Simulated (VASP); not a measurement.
A run of VASP 6.6.1 is set up as follows.

The input INCAR:

```
ALGO     = Normal         # electronic algorithm
EDIFF    = 1E-6           # SCF threshold, eV
ENCUT    = 520            # plane-wave cutoff, eV
GGA      = PE             # functional
ISIF     = 2              # what is computed and relaxed
ISMEAR   = 0              # smearing method
LASPH    = T              # aspherical terms in the spheres
LCHARG   = F              # write CHGCAR
LREAL    = F              # projectors in reciprocal space
LWAVE    = F              # write WAVECAR
NBANDS   = 22             # bands
NELM     = 100            # most SCF steps
PREC     = Accurate       # precision mode
SIGMA    = 0.1            # smearing width, eV
```

KPOINTS

```
k-points
0
Gamma
  4 4 6
```

The input POSCAR:

```
Bi
1.0
    3.4885980000     -3.1325780000      0.0000000000
    3.4885980000      3.1325780000      0.0000000000
   -1.2602350000      0.0000000000      3.1135500000
Bi
2
Direct
    0.2469390000      0.2469390000      0.1426180000
    0.7530610000      0.7530610000      0.8573820000
```

Potentials or basis: VASP PAW PBE potentials, release 64 (Bi_d).

Run with:

```sh
$ cat potpaw_PBE.64/Bi_d/POTCAR > POTCAR
$ mpirun -np 1 vasp_std > vasp.out
```

**Question.** Predict the pressure.

**Answer.** -0.1 GPa.

**Question.** What does it give for the band gap on the k mesh?

**Answer.** Zero (band 15 reaches 9.90 eV, above the bottom of band 16 at 5.15 eV).

**Question.** Predict the largest force.

**Answer.** 0.110 eV/Å.

Stress tensor (GPa, compression positive):
```
 0.89  0.00  0.20
 0.00 -0.66  0.00
 0.20  0.00 -0.60
```

Caveat: spin-orbit coupling is left out, which moves the levels of the heavy elements.
